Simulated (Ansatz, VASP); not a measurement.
Ru: VASP beside Ansatz

The input INCAR:

```
PREC = Accurate
ENCUT = 500
EDIFF = 1E-6
ISMEAR = 0
SIGMA = 0.1
LREAL = False
LASPH = True
NELM = 120
ALGO = Normal
ISIF = 2
LWAVE = False
LCHARG = False
GGA = PE
NBANDS = 13
GGA_COMPAT = False
```

The input KPOINTS:

```
Automatic mesh
0
Gamma
  8 8 8
```

File POSCAR:

```
Ru
1.0
   -1.5160848609      1.5160848609      1.5160848609
    1.5160848609     -1.5160848609      1.5160848609
    1.5160848609      1.5160848609     -1.5160848609
Ru
1
Direct
    0.0000000000      0.0000000000      0.0000000000
```

Input for Ansatz:

```yaml
crystal:
  lattice:
    - [-1.5160848609, 1.5160848609, 1.5160848609]
    - [1.5160848609, -1.5160848609, 1.5160848609]
    - [1.5160848609, 1.5160848609, -1.5160848609]
  atoms:
    - { symbol: Ru, position: [0.0, 0.0, 0.0] }
basis:
  ecutwfc: 420
kpoints:
  mp_grid: { grid: [8, 8, 8] }
hamiltonian:
  xc: pbe
scf:
  occupations: { method: gaussian, width: 0.1 }
output:
  forces: true
  stress: true
  eigenvalues: true
```

Alike in both runs: task single point; functional PBE; k mesh 8 × 8 × 8; occupations gaussian, width 0.1 eV; no spin polarisation.

|  | VASP | Ansatz |
| --- | --- | --- |
| version | VASP 6.6.1 | Ansatz 0.2.0 |
| potentials or method | VASP PAW PBE potentials, release 64 (Ru_pv), cutoff 500 eV | scalar-relativistic, plane waves, PAW |
| valence electrons in the cell | 14 | 16 |

```tsv
	VASP	Ansatz	Ansatz less VASP
gap on the k mesh at the Fermi level (eV)	none	none	-
pressure (GPa)	5.7	5.7	+0.07
```

A gap of «none» marks a metal or a gap that the smearing closes. VASP's potentials hold 14 valence electrons a cell and Ansatz's 16, so a difference there can come from the potentials and not from the codes.

The k mesh is coarse, so the values compare programs but aren't converged.
